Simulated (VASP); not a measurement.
# Tm3F (P1) in VASP: single point with PBE

Aim: the single point of Tm3F with PBE.

Program: VASP 6.6.1. These are calculated values, not measurements. Logs are shortened: lines on timing, memory, paths and dates and some standing lists are left out, and cuts for length are marked.

## Step 1: The cell of the first run

The typed cell holds 8 atoms: a = 3.395 Å, b = 5.817 Å, c = 10.056 Å, α = 90.41°, β = 89.99°, γ = 90.00°.

## Step 2: Single point, PBE

Input file INCAR:

```
SYSTEM = Tm3F
PREC = Accurate
ENCUT = 600
EDIFF = 1E-6
ISMEAR = 0
SIGMA = 0.1
LREAL = .False.
LASPH = .True.
NELM = 200
ALGO = Normal
ISIF = 2
LWAVE = .False.
LCHARG = .False.
GGA = PE
NBANDS = 44
GGA_COMPAT = .False.
LMAXMIX = 6
```

Input file KPOINTS:

```
regular mesh
0
Gamma
  6 4 2
  0 0 0
```

Input file POSCAR:

```
Tm3F
1.0
    3.3954543147     -0.0046992275     -0.0036276874
    0.0077506586      5.8139475119     -0.1952216166
    0.0136271714      0.2646838848     10.0524886575
Tm F
6 2
Direct
    0.8746599797      0.7004827313      0.8243086311
    0.8748730848      0.1989497171      0.3248988929
    0.3748128999      0.2259640488      0.6842245331
    0.3752019025      0.7250094720      0.1842631311
    0.3748607341      0.7261231407      0.5170006266
    0.3749157660      0.2255817162      0.0167665512
    0.3753159381      0.8487980382     -0.0256124552
    0.3753596951      0.3490911359      0.4741500892
```

Potentials or basis: VASP PAW PBE potentials, release 64 (Tm_3, F), 4f in core.

Started as:

```sh
$ cat potpaw_PBE.64/Tm_3/POTCAR potpaw_PBE.64/F/POTCAR > POTCAR
$ mpirun -np 1 vasp_std > vasp.out
```

OUTCAR:

```text
SYSTEM = Tm3F
   PREC = Accurate
   ENCUT = 600
   EDIFF = 1E-6
   ISMEAR = 0
   LREAL = .False.
   LASPH = .True.
   NELM = 200
   ISIF = 2
   GGA = PE

 ion  position               nearest neighbor table
   1  0.875  0.700  0.824-   7 2.42   7 2.43   3 3.53   3 3.53   5 3.53   5 3.53   3 3.78   3 3.78
                             6 3.79   6 3.79
   2  0.875  0.199  0.325-   8 2.42   8 2.43   4 3.52   4 3.53   6 3.54   6 3.54   5 3.78   5 3.78
                             4 3.78   4 3.78
   3  0.375  0.226  0.684-   8 2.24   6 3.34   5 3.35   5 3.37   1 3.53   1 3.53   1 3.78   1 3.78

   4  0.375  0.725  0.184-   7 2.23   5 3.35   6 3.35   6 3.37   2 3.52   2 3.53   2 3.78   2 3.78

   5  0.375  0.726  0.517-   8 2.23   4 3.35   3 3.35   3 3.37   1 3.53   1 3.53   2 3.78   2 3.78

   6  0.375  0.226  0.017-   7 2.23   3 3.34   4 3.35   4 3.37   2 3.54   2 3.54   1 3.79   1 3.79

   7  0.375  0.849  0.974-   6 2.23   4 2.23   1 2.42   1 2.43
   8  0.375  0.349  0.474-   5 2.23   3 2.24   2 2.42   2 2.43

  LATTYP: Found a triclinic cell.
 ALAT       =    10.0559818749
 B/A-ratio  =     0.5784844697
 C/A-ratio  =     0.3376556906
 COS(alpha) =     0.0000149782
 COS(beta)  =     0.0002506786
 COS(gamma) =     0.0072395568

  Lattice vectors:

 A1 = (   0.0136271714,   0.2646838848,  10.0524886575)
 A2 = (  -0.0077506586,  -5.8139475119,   0.1952216166)
 A3 = (   3.3954543147,  -0.0046992275,  -0.0036276874)

Analysis of symmetry for initial positions (statically):
=====================================================================
 Subroutine PRICEL returns:
 Original cell was already a primitive cell.

 Routine SETGRP: Setting up the symmetry group for a
 triclinic supercell.

 Subroutine GETGRP returns: Found  1 space group operations
 (whereof  1 operations were pure point group operations)
 out of a pool of  2 trial point group operations.

The static configuration has the point symmetry C_1 .

Analysis of symmetry for dynamics (positions and initial velocities):
=====================================================================
 Subroutine PRICEL returns:
 Original cell was already a primitive cell.

 Routine SETGRP: Setting up the symmetry group for a
 triclinic supercell.
[... 111 lines left out ...]
   ISPIN  =      1    spin polarized calculation?
   LNONCOLLINEAR =      F non collinear calculations
   LSORBIT =      F    spin-orbit coupling
   LASPH  =      T    aspherical Exc in radial PAW
   ENCUT  =  600.0 eV  44.10 Ry    6.64 a.u.   6.78 11.62 20.08*2*pi/ulx,y,z
   NELM   =    200;   NELMIN=  2; NELMDL= -5     # of ELM steps
   EDIFF  = 0.1E-05   stopping-criterion for ELM
   LREAL  =      F    real-space projection
   EDIFFG = 0.1E-04   stopping-criterion for IOM
   NSW    =      0    number of steps for IOM
   IBRION =     -1    ionic relax: 0-MD 1-quasi-New 2-CG
   NFREE  =      0    steps in history (QN), initial steepest desc. (CG)
   ISIF   =      2    stress and relaxation
   ISYM   =      2    0-nonsym 1-usesym 2-fastsym
   POTIM  = 0.5000    time-step for ionic-motion
   TEBEG  =    0.0;   TEEND  =   0.0 temperature during run
   PSTRESS=    0.0 pullay stress
   NELECT =      68.0000    total number of electrons
   NUPDOWN=      -1.0000    fix difference up-down
   EMIN   =  10.00;   EMAX   =-10.00  energy-range for DOS
   EFERMI =   0.00;   METHOD = LEGACY
   ISMEAR =     0;   SIGMA  =   0.10  broadening in eV -4-tet -1-fermi 0-gaus
   EFERMI_NEDOS =   21; number of points for ismear=-14 and -15
   IALGO  =     38    algorithm
   IMIX   =      4    mixing-type and parameters
     AMIX     =   0.40;   BMIX     =  1.00
     AMIX_MAG =   1.60;   BMIX_MAG =  1.00
  volume/ion in A,a.u.               =      24.83       167.55
  Fermi-wavevector in a.u.,A,eV,Ry     =   1.145254  2.164216 17.845496  1.311607
  Thomas-Fermi vector in A             =   2.281943
   LORBIT       =      0    0 simple, 1 ext, 2 COOP (PROOUT), +10 PAW based schemes
   GGA     = PE    functional components
   LHFCALC =     F    Hartree Fock is set to
   AEXX    =    0.0000 exact exchange contribution
   IVDW    =     0    specifies the selected vdW correction
   LEPSILON=     F    determine dielectric tensor
   LRPA    =     F    only Hartree local field effects (RPA)
 non-spin polarized calculation
 Gauss-broadening in eV      SIGMA  =   0.10
  energy-cutoff  :      600.00
  volume of cell :      198.62
 maximum number of plane-waves:      6668
   NGX = 13   NGY = 23   NGZ = 41

 number of electron      68.0000006 magnetization

 Free energy of the ion-electron system (eV)
  ---------------------------------------------------
  ext. energy  EPLUGINS =         0.00000000
  ---------------------------------------------------
  free energy    TOTEN  =       -39.43666170 eV

  energy without entropy =      -39.36826509  energy(sigma->0) =      -39.40246339

 E-fermi :   3.2113     XC(G=0):  -9.8748

 val. band max:        3.1998511524   @ k =   0.1667   0.5000   0.0000
 cond. band min:       3.2149819887   @ k =   0.3333   0.2500  -0.0000
 fundamental gap:      0.0151308363
 Fermi energy:         3.2112509045

 k-point     1 :       0.0000    0.0000    0.0000
  band No.  band energies     occupation
      1     -24.3670      2.00000
      2     -24.3392      2.00000
      3     -22.7138      2.00000
      4     -22.7024      2.00000
      5     -22.6843      2.00000
      6     -22.6552      2.00000
[... 1117 lines left out ...]
     43       5.1181      0.00000
     44       5.6615      0.00000

 [... further k-points ...]
[... 5 lines left out ...]
  --------------------------------------------------------------------------------------
  -------------------------------------------------------------------------------------
  Total        0.3538794      0.8145594      0.6224087     -0.0010934     -0.1955537     -0.0069534
  in kB        2.8545524      6.5706073      5.0206322     -0.0088197     -1.5774250     -0.0560889
  external PRESSURE =       4.8152640 kB  Pullay stress =       0.0000000 kB

 VOLUME and BASIS-vectors are now :
 -----------------------------------------------------------------------------
  energy-cutoff  :      600.00
  volume of cell :      198.62
      direct lattice vectors                 reciprocal lattice vectors
     3.395454315 -0.004699228 -0.003627687     0.294510422 -0.000405663 -0.000388558
     0.007750659  5.813947512 -0.195221617     0.000232999  0.171847922 -0.004525103
     0.013627171  0.264683885 10.052488657     0.000110806  0.003337179  0.099389835

 POSITION                                       TOTAL-FORCE (eV/Angst)
 -----------------------------------------------------------------------------------
      2.98653      4.28664      8.14643         0.002119      0.029701      0.058909
      2.97656      1.23857      3.22403         0.001454      0.027692      0.045863
      1.28374      1.49308      6.83269         0.000633     -0.053087      0.047728
      1.28211      4.26218      1.70940        -0.000527     -0.044387      0.042712
      1.28550      4.35672      5.05403         0.000964      0.064283     -0.027921
      1.27499      1.31420      0.12315         0.000343      0.068780     -0.015819
      1.29423      5.19101      9.62795        -0.001994     -0.050049     -0.071475
      1.28368      2.15333      4.69688        -0.002992     -0.042933     -0.079997
 -----------------------------------------------------------------------------------
    total drift:                                0.000128     -0.000791     -0.000933

  FREE ENERGIE OF THE ION-ELECTRON SYSTEM (eV)
  ---------------------------------------------------
  free  energy   TOTEN  =       -39.4366616953 eV

  energy  without entropy=      -39.3682650862  energy(sigma->0) =      -39.40246339
```

stdout:

```text
POSCAR found type information on POSCAR TmF
 POSCAR found :  2 types and       8 ions
 scaLAPACK will be used
 LDA part: xc-table for (Slater+PW92), standard interpolation
 POSCAR, INCAR and KPOINTS ok, starting setup
 FFT: planning ... GRIDC
 FFT: planning ... GRID_SOFT
 FFT: planning ... GRID
 WAVECAR not read
 entering main loop
```

Run time: 3.7 min. Hardware: 1 thread of Intel Xeon 6975P-C (Granite Rapids), shared host; peak memory 0.44 GiB.

Results:

```
Free energy            : -39.4367 eV
Pressure               : 0.5 GPa
Largest force          : 0.091 eV/Å
Band gap on the k mesh : zero (bands 34 and 35 overlap by 0.50 eV)
```

Forces in eV/Å, atoms in the order of the input:
```
Tm   0.002  0.030  0.059
Tm   0.001  0.028  0.046
Tm   0.001 -0.053  0.048
Tm  -0.001 -0.044  0.043
Tm   0.001  0.064 -0.028
Tm   0.000  0.069 -0.016
F   -0.002 -0.050 -0.071
F   -0.003 -0.043 -0.080
```

Stress tensor (GPa, compression positive):
```
 0.29  0.00 -0.01
 0.00  0.66 -0.16
-0.01 -0.16  0.50
```

Caveat: spin-orbit coupling is left out, which moves the levels of the heavy elements; the 4f electrons are frozen in the core, so they carry no moment and show no levels; the run has no spin polarisation, though such a crystal can be magnetic.
